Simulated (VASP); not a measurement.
AlNi3: single point with PBE

AlNi3:

```
Al Ni
1.0
     3.63801    0.00000    0.00000
     0.00000    3.63801    0.00000
     0.00000    0.00000    3.52388
Al Ni
1 3
Direct
  0.00000 0.00000 0.00000
  0.00000 0.50000 0.50000
  0.50000 0.00000 0.50000
  0.50000 0.50000 0.00000
```

This cell differs from its parent crystal: biaxial strain in the a-b plane: +2.0 %.

```json
{
 "Program": "VASP 6.6.1",
 "Task": "single point",
 "Functional": "PBE",
 "Potentials or basis": "VASP PAW PBE potentials, release 64 (Al, Ni)",
 "Cutoff": "520 eV",
 "k mesh": "14 × 14 × 14",
 "Occupations": "gaussian, width 0.1 eV",
 "Spin": "collinear spin, ferromagnetic start",
 "Starting moments": "[0.0, 0.3, 0.3, 0.3] μB",
 "Dipole correction": "no",
 "Further INCAR settings": "ALGO = Fast; EDIFF = 1e-06; NBANDS = 28"
}
```

| Property | Result |
| --- | --- |
| Pressure | -4.7 GPa |
| Net moment | 0.71 μB per cell |
| Site moments | Al -0.01; Ni +0.25, +0.27 μB |
| Valence electrons inside the program's atomic spheres | Al 0.78; Ni 9.34, 9.33 |

Stress tensor (GPa, compression positive):
```
-5.59  0.00  0.00
 0.00 -5.59  0.00
 0.00  0.00 -3.07
```

Levels at points of the mesh, in eV from the Fermi level:
Spin up:
```
           k point  band 14  band 15  band 16  band 17  band 18  band 19  band 20  band 21
(0.00, 0.00, 0.00)    -0.18    -0.08    -0.08     0.65     0.65     1.32     6.15     6.38
(0.50, 0.00, 0.00)    -1.12    -1.02    -0.47    -0.08     5.04     5.26     5.57     5.83
(0.50, 0.50, 0.00)    -1.18    -1.00    -0.98    -0.58     0.69     0.69     8.10     8.29
(0.00, 0.00, 0.50)    -1.03    -0.99    -0.56    -0.18     5.36     5.36     5.36     5.36
(0.50, 0.00, 0.50)    -1.11    -0.94    -0.91    -0.55     0.80     0.81     7.77     7.78
(0.50, 0.50, 0.50)    -1.10    -0.96    -0.29    -0.29    -0.23    -0.10     3.15     3.80
```
Spin down:
| k point | band 14 | band 15 | band 16 | band 17 | band 18 | band 19 |
| --- | --- | --- | --- | --- | --- | --- |
| (0.00, 0.00, 0.00) | 0.24 | 0.37 | 0.37 | 0.61 | 0.61 | 1.28 |
| (0.50, 0.00, 0.00) | -0.82 | -0.78 | -0.28 | 0.37 | 5.09 | 5.30 |
| (0.50, 0.50, 0.00) | -1.05 | -0.80 | -0.59 | -0.43 | 0.98 | 0.98 |
| (0.00, 0.00, 0.50) | -0.88 | -0.76 | -0.38 | 0.24 | 5.41 | 5.41 |
| (0.50, 0.00, 0.50) | -0.98 | -0.72 | -0.53 | -0.42 | 1.10 | 1.11 |
| (0.50, 0.50, 0.50) | -0.92 | -0.77 | -0.13 | 0.08 | 0.08 | 0.15 |

It took 9 min on 1 thread of Intel Xeon 6975P-C, on a shared host, peak memory 0.58 GiB.

Caveat: the cell differs from its parent crystal (biaxial strain in the a-b plane: +2.0 %).
